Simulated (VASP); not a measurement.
Write the native input for VASP 6.6.1 that does the following.

- Task: relaxation of cell and atoms
- Functional: PBEsol
- Potentials or basis: VASP PAW PBE potentials, release 64 (Ga_d, N)
- Cutoff: 600 eV
- k mesh: 8 × 8 × 4
- Occupations: gaussian, width 0.01 eV
- Spin: no spin polarisation
- Target pressure: 15 GPa
- Dipole correction: no
- Further INCAR settings: ALGO = Normal; EDIFF = 1e-07; IBRION = 2; EDIFFG = -0.002; NSW = 100; ISIF = 3

The structure of GaN lies in POSCAR:

```
GaN
1.0
    3.1825860146      0.0000000000      0.0000000000
   -1.5912930073      2.7562003384      0.0000000000
    0.0000000000      0.0000000000      5.1854291207
Ga N
2 2
Direct
    0.3333333333      0.6666666667     -0.0008064438
    0.6666666667      0.3333333333      0.4991935562
    0.3333333333      0.6666666667      0.3758064438
    0.6666666667      0.3333333333      0.8758064438
```

These files were run (other wordings do the same):

INCAR

```
SYSTEM = GaN
PREC = Accurate ; ENCUT = 600
EDIFF = 1E-7 ; ISMEAR = 0
SIGMA = 0.01 ; LREAL = .False.
LASPH = .True. ; NELM = 100
ALGO = Normal ; ISIF = 3
LWAVE = .False. ; LCHARG = .False.
GGA = PS ; IBRION = 2
NSW = 100 ; EDIFFG = -0.002
PSTRESS = 150.0
```

KPOINTS

```
regular mesh
0
Gamma
  8 8 4
  0 0 0
```

Potentials or basis: VASP PAW PBE potentials, release 64 (Ga_d, N).

Command:

```sh
$ cat potpaw_PBE.64/Ga_d/POTCAR potpaw_PBE.64/N/POTCAR > POTCAR
$ mpirun -np 1 vasp_std > vasp.out
```

Results of the run:

The relaxed volume is 10.60 Å³/atom, the relaxed cell is a = 3.108 Å, b = 3.108 Å, c = 5.067 Å, α = 90.00°, β = 90.00°, γ = 120.00° and the space group after relaxing (to 0.1 Å) is P6_3mc (No. 186). The energy change on relaxing (the run minimises the enthalpy) is +33.0 meV/atom. The ionic steps are 10. The pressure after relaxing is 15.0 GPa. The band gap on the k mesh is 2.36 eV.

Caveat: the cell is relaxed towards a set pressure, so the run minimises the enthalpy, not the energy; the PAW data sets were made with another functional, which shifts forces and pressure a little.

It took 3.2 min on 1 thread of Intel(R) Xeon(R) Platinum 8488C (Sapphire Rapids) (shared host), peak memory 0.2 GiB.
